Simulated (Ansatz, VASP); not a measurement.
## Two plane-wave programs on Zn

File INCAR:

```
PREC = Accurate
ENCUT = 520
EDIFF = 1E-6
ISMEAR = 0
SIGMA = 0.1
LREAL = False
LASPH = True
NELM = 60
ALGO = Fast
ISIF = 2
LWAVE = False
LCHARG = True
GGA = PS
LELF = True
LVHAR = True
NBANDS = 19
```

File KPOINTS:

```
regular mesh
0
Gamma
  18 18 8
```

The input POSCAR:

```
Zn
1.0
    2.5926809185      0.0000000000      0.0000000000
   -1.2963404593      2.2453275393      0.0000000000
    0.0000000000      0.0000000000      4.8950662357
Zn
2
Direct
    0.3333333333      0.6666666667      0.2500000000
    0.6666666667      0.3333333333      0.7500000000
```

Input for Ansatz:

```yaml
crystal:
  lattice:
    - [2.5926809145, 0.0, 0.0]
    - [-1.2963404573, 2.2453275359, 0.0]
    - [0.0, 0.0, 4.8950662472]
  atoms:
    - { symbol: Zn, position: [0.3333333333, 0.6666666667, 0.25] }
    - { symbol: Zn, position: [0.6666666667, 0.3333333333, 0.75] }
basis:
  ecutwfc: 420
kpoints:
  mp_grid: { grid: [18, 18, 8] }
  band_path:
    path:
      - [[0.0, 0.0, 0.0], [0.5, 0.0, 0.0], [0.33333333, 0.33333333, 0.0], [0.0, 0.0, 0.0], [0.0, 0.0, 0.5], [0.5, 0.0, 0.5], [0.33333333, 0.33333333, 0.5], [0.0, 0.0, 0.5]]
      - [[0.5, 0.0, 0.5], [0.5, 0.0, 0.0]]
      - [[0.33333333, 0.33333333, 0.5], [0.33333333, 0.33333333, 0.0]]
    npoints: 14
hamiltonian:
  xc: pbesol
scf:
  occupations: { method: gaussian, width: 0.1 }
  n_extra_bands: 6
output:
  forces: true
  stress: true
  eigenvalues: true
  populations: true
  dos: { projected: true, de: 0.02, nscf_kmesh: { grid: [27, 27, 12] } }
  bader: true
  write_density: true
  write_potential: true
  elf: true
  volumetric_format: npy
```

Alike in both runs: task single point; functional PBEsol; k mesh 18 × 18 × 8; occupations gaussian, width 0.1 eV; no spin polarisation.

|  | VASP | Ansatz |
| --- | --- | --- |
| version | VASP 6.6.1 | Ansatz 0.2.0 |
| potentials or method | VASP PAW PBE potentials, release 64 (Zn), cutoff 520 eV | scalar-relativistic, plane waves, PAW |
| valence electrons in the cell | 24 | 24 |

```csv
,VASP,Ansatz,Ansatz less VASP
gap on the k mesh at the Fermi level (eV),none,none,-
pressure (GPa),0.9,0.0,-0.93
"traceless stress, the component that is largest in VASP (GPa)",-0.18,0.01,+0.189
```

VASP's potentials were made for PBE, not for PBEsol. A gap of «none» marks a metal or a gap that the smearing closes.
